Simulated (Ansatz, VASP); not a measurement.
# Mo in VASP and in Ansatz

POSCAR

```
Mo
1.0
   -1.5710000000      1.6181300000      1.5710000000
    1.5710000000     -1.6181300000      1.5710000000
    1.5710000000      1.6181300000     -1.5710000000
Mo
1
Direct
    0.0000000000      0.0000000000      0.0000000000
```

Contents of INCAR.step1:

```
SYSTEM = Mo
ALGO = Normal ; EDIFF = 1E-4
ENCUT = 520 ; GGA = PE
ISMEAR = 0 ; LASPH = .TRUE.
LCHARG = .FALSE. ; LREAL = .FALSE.
LWAVE = .TRUE. ; NBANDS = 13
NELM = 80 ; PREC = Accurate
SIGMA = 0.15
```

The input INCAR.step2:

```
SYSTEM = Mo
ALGO = Normal ; EDIFF = 1E-7
ENCUT = 520 ; ISIF = 2
ISMEAR = 0 ; ISTART = 1
LASPH = .TRUE. ; LCHARG = .FALSE.
LMIXTAU = .TRUE. ; LREAL = .FALSE.
LWAVE = .FALSE. ; METAGGA = R2SCAN
NBANDS = 13 ; NELM = 80
PREC = Accurate ; SIGMA = 0.15
```

KPOINTS

```
k-points
0
G
  22 22 22
  0 0 0
```

Input for Ansatz:

```yaml
crystal:
  lattice:
    - [-1.571, 1.61813, 1.571]
    - [1.571, -1.61813, 1.571]
    - [1.571, 1.61813, -1.571]
  atoms:
    - { symbol: Mo, position: [0.0, 0.0, 0.0] }
basis:
  ecutwfc: 500
kpoints:
  mp_grid: { grid: [22, 22, 22] }
hamiltonian:
  xc: r2scan
scf:
  occupations: { method: gaussian, width: 0.15 }
output:
  forces: true
  stress: true
  eigenvalues: true
```

Change from the starting cell: strain +0.0300 x Voigt [0, 1, 0, 0, 0, 0], atoms carried along.

Alike in both runs: task single point; functional r2SCAN; k mesh 22 × 22 × 22; occupations gaussian, width 0.15 eV; no spin polarisation.

```csv
,VASP,Ansatz
version,VASP 6.6.1,Ansatz 0.2.0
potentials or method,"VASP PAW PBE potentials, release 64 (Mo_sv), cutoff 520 eV","scalar-relativistic, plane waves, PAW"
valence electrons in the cell,14,14
```

VASP gave:

```
gap on the k mesh at the Fermi level (eV)                     : none
pressure (GPa)                                                : -4.3
traceless stress, the component that is largest in VASP (GPa) : -6.03
```

Problem. Which values does Ansatz return?

Solution. gap on the k mesh at the Fermi level (eV): none; pressure (GPa): -5.4; traceless stress, the component that is largest in VASP (GPa): -6.03.

VASP's potentials were made for PBE, not for r2SCAN. A gap of «none» marks a metal or a gap that the smearing closes.
